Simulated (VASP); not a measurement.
Mg3Sb2, 5 atoms in the cell. The structure is trigonal, space group P-3m1 (No. 164). Conventional cell: a = 4.611 Å, b = 4.611 Å, c = 7.321 Å, α = 90.00°, β = 90.00°, γ = 120.00°. Mg (site symmetry 3m) has 4 Sb at 2.84 to 2.95 Å and 6 Mg at 3.31 to 3.78 Å within 3.8 Å. Within 4.1 Å of Mg (site symmetry -3m) lie 6 Sb at 3.15 Å and 6 Mg at 3.78 Å. Sb (site symmetry 3m) has 7 Mg at 2.84 to 3.15 Å within 3.7 Å. 

| Item | Value |
| --- | --- |
| Program | VASP 6.6.1 |
| Task | single point |
| Functional | r2SCAN |
| Potentials or basis | VASP PAW PBE potentials, release 64 (Mg, Sb) |
| Cutoff | 660 eV |
| k mesh | 6 × 6 × 4 |
| Occupations | gaussian, width 0.02 eV |
| Spin | no spin polarisation |
| Dipole correction | no |
| Further INCAR settings | ALGO = Normal; EDIFF = 1e-06; NBANDS = 16 |

Potentials or basis: VASP PAW PBE potentials, release 64 (Mg, Sb).

Launch:

```console
$ cat potpaw_PBE.64/Mg/POTCAR potpaw_PBE.64/Sb/POTCAR > POTCAR
$ cp INCAR.step1 INCAR
$ mpirun -np 1 vasp_std > vasp.out
$ cp INCAR.step2 INCAR
$ mpirun -np 1 vasp_std > vasp.out
```

Hardware: 1 thread of AMD EPYC 9R45 96-Core Processor (Zen 5) (shared host).

Task: Estimate the wall time of this run.

Result: It took 3.4 min on 1 thread of AMD EPYC 9R45 96-Core Processor (Zen 5), on a shared host, peak memory 0.34 GiB. Counts: k points 24.
